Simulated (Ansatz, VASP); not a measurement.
One calculation of Co, two programs

The input INCAR:

```
  PREC = Accurate
  ENCUT = 520
  EDIFF = 1E-6
  ISMEAR = -1
  SIGMA = 0.1
  LREAL = False
  LASPH = True
  NELM = 150
  ALGO = Normal
  ISIF = 2
  LWAVE = False
  LCHARG = True
  ISPIN = 2
  MAGMOM = 0.3 0.3
  LORBIT = 11
  LMAXMIX = 4
  GGA = PE
  LELF = True
  LVHAR = True
  NBANDS = 20
  ISYM = 0
```

Contents of KPOINTS:

```
regular mesh
0
Gamma
  11 11 6
```

The input POSCAR:

```
Co
1.0
    2.5053999800      0.0000000000      0.0000000000
   -1.2526999900      2.1697400300      0.0000000000
    0.0000000000      0.0000000000      4.0893000000
Co
2
Direct
    0.3333333300      0.6666666700      0.2500000000
    0.6666666700      0.3333333300      0.7500000000
```

Input for Ansatz:

```yaml
crystal:
  lattice:
    - [2.50539998, 0.0, 0.0]
    - [-1.25269999, 2.16974003, 0.0]
    - [0.0, 0.0, 4.0893]
  atoms:
    - { symbol: Co, position: [0.33333333, 0.66666667, 0.25], spin: 0.3 }
    - { symbol: Co, position: [0.66666667, 0.33333333, 0.75], spin: 0.3 }
  symmetry: { detect: false, time_reversal: true }
magnetization:
  spin_polarized: true
hamiltonian:
  xc: pbe
  pseudopotentials: { kind: paw }
basis:
  ecutwfc: 420
kpoints:
  mp_grid: { grid: [11, 11, 6] }
scf:
  occupations: { method: fermi_dirac, width: 0.1 }
  lower_state_search: "off"
output:
  forces: true
  stress: true
```

Alike in both runs: task single point; functional PBE; k mesh 11 × 11 × 6; occupations fermi-dirac, width 0.1 eV; collinear spin.

|  | VASP | Ansatz |
| --- | --- | --- |
| version | VASP 6.6.1 | Ansatz 0.2.0 |
| potentials or method | VASP PAW PBE potentials, release 64 (Co), cutoff 520 eV | PAW, plane waves, scalar-relativistic |
| valence electrons in the cell | 18 | 34 |

|  | VASP | Ansatz | Ansatz less VASP |
| --- | --- | --- | --- |
| pressure (GPa) | -15.1 | -5.1 | +9.97 |
| traceless stress, the component that is largest in VASP (GPa) | -2.24 | -1.15 | +1.091 |
| net moment per atom (μB) | 0.00 | 1.59 | +1.591 |
| size of the moment on the site where the two differ most (μB) | 0.00 | 1.67 | +1.672 |

The net moments are unlike, so the other rows may belong to different states. Site moments also hang on the region over which each program counts them. VASP's potentials hold 18 valence electrons a cell and Ansatz's 34, so a difference there can come from the potentials and not from the codes.
